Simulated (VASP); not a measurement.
SnO:

```
Sn O
1.0
     4.17457    0.00000    0.00000
    -2.08728    3.61528    0.00000
     0.00000    0.00000    5.23090
Sn O
2 2
Direct
  0.33333 0.66667 0.25000
  0.66667 0.33333 0.75000
  0.66667 0.33333 0.25000
  0.33333 0.66667 0.75000
```

```yaml
Program: VASP 6.6.1
Task: relaxation of cell and atoms
Functional: r2SCAN
Potentials_or_basis: VASP PAW PBE potentials, release 64 (Sn_d, O)
Cutoff: 600 eV
k_mesh: 6 × 6 × 4
Occupations: fermi-dirac, width 0.02 eV
Spin: no spin polarisation
```

At the start: pressure -2.3 GPa; volume 19.74 Å³/atom.

**Question.** How do energy, volume and symmetry change on relaxing?

**Answer.** Over 3 steps the energy falls by 4.4 meV/atom and the volume is 19.15 Å³/atom (-3.0 %); space group P6_3/mmc (No. 194, to 0.05 Å).

The path:
```csv
step,energy change (eV),largest force (eV/Å),pressure (GPa),volume (Å³)
1,0.0000,0.0000,-2.32,78.95
2,-0.0148,0.0000,0.97,75.72
3,-0.0174,0.0000,0.00,76.60
```

Final structure:
```cif
data_structure
_symmetry_space_group_name_H-M 'P 1'
_symmetry_Int_Tables_number 1
_cell_length_a 4.1316
_cell_length_b 4.1316
_cell_length_c 5.1816
_cell_angle_alpha 90.000
_cell_angle_beta 90.000
_cell_angle_gamma 120.000
_cell_volume 76.60
loop_
_atom_site_label
_atom_site_type_symbol
_atom_site_fract_x
_atom_site_fract_y
_atom_site_fract_z
_atom_site_occupancy
Sn1 Sn 0.33333 0.66667 0.25000 1
Sn2 Sn 0.66667 0.33333 0.75000 1
O1 O 0.66667 0.33333 0.25000 1
O2 O 0.33333 0.66667 0.75000 1
```

Caveat: the PAW data sets were made with another functional, which shifts forces and pressure a little.
